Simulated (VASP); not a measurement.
Here is a VASP 6.6.1 calculation.

The input INCAR:

```
SYSTEM = Ti2B3
PREC     = Accurate       ! precision mode
ENCUT    = 520            ! plane-wave cutoff, eV
EDIFF    = 1E-6           ! SCF threshold, eV
ISMEAR   = 0              ! smearing method
SIGMA    = 0.1            ! smearing width, eV
LREAL    = .False.        ! projectors in reciprocal space
LASPH    = .True.         ! aspherical terms in the spheres
NELM     = 60             ! most SCF steps
ALGO     = Normal         ! electronic algorithm
ISIF     = 2              ! what is computed and relaxed
LWAVE    = .False.        ! write WAVECAR
LCHARG   = .False.        ! write CHGCAR
GGA      = PE             ! functional
NBANDS   = 24             ! bands
```

KPOINTS

```
Automatic mesh
0
Gamma
  6 6 4
  0 0 0
```

Contents of POSCAR:

```
Ti2B3
1.0
    4.5055794178      0.0000000000      0.0000000000
    0.0000000000      4.5055794178      0.0000000000
    0.0000000000      0.0000000000      3.0711027949
Ti B
2 3
Direct
    0.0000000000      0.5000000000      0.0000000000
    0.5000000000      0.0000000000      0.0000000000
    0.5000000000      0.5000000000      0.7522119548
    0.5000000000      0.5000000000      0.2477880452
    0.0000000000      0.0000000000      0.0000000000
```

Potentials or basis: VASP PAW PBE potentials, release 64 (Ti_sv, B).

Command:

```console
$ cat potpaw_PBE.64/Ti_sv/POTCAR potpaw_PBE.64/B/POTCAR > POTCAR
$ mpirun -np 1 vasp_std > vasp.out
```

**Question.** What does it give for the pressure?

**Answer.** -0.1 GPa.

**Question.** Estimate the largest force.

**Answer.** 0.033 eV/Å.

Forces on the atoms (eV/Å):
```
Ti   0.000  0.000  0.000
Ti   0.000  0.000  0.000
B    0.000  0.000 -0.033
B    0.000  0.000  0.033
B    0.000  0.000  0.000
```

Caveat: the k points lie up to 0.51 Å⁻¹ apart.
